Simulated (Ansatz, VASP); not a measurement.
CaBe2O3: VASP beside Ansatz

```
CELL_PARAMETERS angstrom
3.36379 0.00000 0.00000
-1.68189 2.91313 0.00000
0.00000 0.00000 6.61671
ATOMIC_POSITIONS crystal
Ca 0.66667 0.33333 0.00000
Be 0.33333 0.66667 0.24282
Be 0.33333 0.66667 0.75718
O 0.66667 0.33333 0.50000
O 0.00000 0.00000 0.00000
O 0.00000 0.00000 0.50000
```

Change from the starting cell: species swapped into the Ce2Si3Ni type (P-6m2, No. 187).

Alike in both runs: task single point; functional PBE; k mesh 6 × 6 × 4; occupations gaussian, width 0.1 eV; collinear spin.

```csv
,VASP,Ansatz
version,VASP 6.6.1,Ansatz 0.2.0
potentials or method,"VASP PAW PBE potentials, release 64 (Ca_sv, Be, O), cutoff 520 eV","scalar-relativistic, plane waves, PAW"
valence electrons in the cell,32,32
```

VASP gave:

```
gap on the k mesh at the Fermi level (eV)                     : none
rms of the force components (eV/Å)                            : 1.506
net moment per atom (μB)                                      : 0.16
size of the moment on the site where the two differ most (μB) : 0.10
```

Q: Estimate Ansatz's values.

A: gap on the k mesh at the Fermi level (eV): none; rms of the force components (eV/Å): 1.504; net moment per atom (μB): 0.17; size of the moment on the site where the two differ most (μB): 0.05.

Site moments also hang on the region over which each program counts them. Atom by atom the forces differ by 0.002 eV/Å (rms over components). A gap of «none» marks a metal or a gap that the smearing closes. The functional is the same, so the differences come from potentials, cutoffs and numerics.
